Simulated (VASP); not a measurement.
## Li: relaxation of cell and atoms with PBE+D3(BJ)

The system is Li.

```xyz
2
Lattice="2.9532 0.0000 0.0000 -1.4766 2.5575 0.0000 0.0000 0.0000 4.8441" Properties=species:S:1:pos:R:3 pbc="T T T"
Li    0.0000    1.7050    1.2110
Li    1.4766    0.8525    3.6331
```

```
Program                : VASP 6.6.1
Task                   : relaxation of cell and atoms
Functional             : PBE
Dispersion             : D3(BJ)
Potentials or basis    : VASP PAW PBE potentials, release 64 (Li_sv)
Cutoff                 : 600 eV
k mesh                 : 18 × 18 × 10
Occupations            : gaussian, width 0.1 eV
Spin                   : no spin polarisation
Dipole correction      : no
Further INCAR settings : ALGO = Normal; EDIFF = 1e-06; IBRION = 2; EDIFFG = -0.005; NSW = 100; ISIF = 3
```

- Relaxed volume: 18.12 Å³/atom
- Relaxed cell: a = 2.943 Å, b = 2.943 Å, c = 4.832 Å, α = 90.00°, β = 90.00°, γ = 120.00°
- Space group after relaxing (to 0.05 Å): P6_3/mmc (No. 194)
- Energy gained by relaxing: 0.1 meV/atom
- Ionic steps: 3
- Pressure after relaxing: 0.0 GPa
- Band gap on the k mesh: zero (band 3 reaches 3.28 eV, above the bottom of band 4 at -1.60 eV)
- Dispersion energy per atom: -0.189 eV

Step by step:
```tsv
step	energy change (eV)	largest force (eV/Å)	pressure (GPa)	volume (Å³)
1	0.0000	0.0000	-0.15	36.59
2	-0.0001	0.0000	-0.11	36.50
3	-0.0002	0.0000	0.00	36.23
```

Final structure:
```cif
data_structure
_symmetry_space_group_name_H-M 'P 1'
_symmetry_Int_Tables_number 1
_cell_length_a 2.9425
_cell_length_b 2.9425
_cell_length_c 4.8321
_cell_angle_alpha 90.000
_cell_angle_beta 90.000
_cell_angle_gamma 120.000
_cell_volume 36.23
loop_
_atom_site_label
_atom_site_type_symbol
_atom_site_fract_x
_atom_site_fract_y
_atom_site_fract_z
_atom_site_occupancy
Li1 Li 0.33333 0.66667 0.25000 1
Li2 Li 0.66667 0.33333 0.75000 1
```

Levels at points of the mesh, in eV from the Fermi level:
```tsv
k point	band 1	band 2	band 3	band 4	band 5	band 6	band 7
(0.00, 0.00, 0.00)	-46.33	-46.31	-3.70	-0.09	3.27	13.54	13.54
(0.50, 0.00, 0.00)	-46.31	-46.30	-0.10	1.19	5.02	6.22	6.81
(0.00, 0.00, 0.50)	-46.32	-46.32	-2.55	-2.55	8.55	8.55	14.53
(0.50, 0.00, 0.50)	-46.30	-46.30	0.70	0.70	3.89	3.89	10.64
```

It took 50 s on 1 thread of AMD EPYC 9R45 96-Core Processor (Zen 5), on a shared host, peak memory 0.17 GiB.

Caveat: the cutoff is under 1.25 times the usual one of these potentials, so pressure, stress and relaxed cells hold a basis-set (Pulay) error; pairwise dispersion overbinds metals, which lowers pressure and volume.
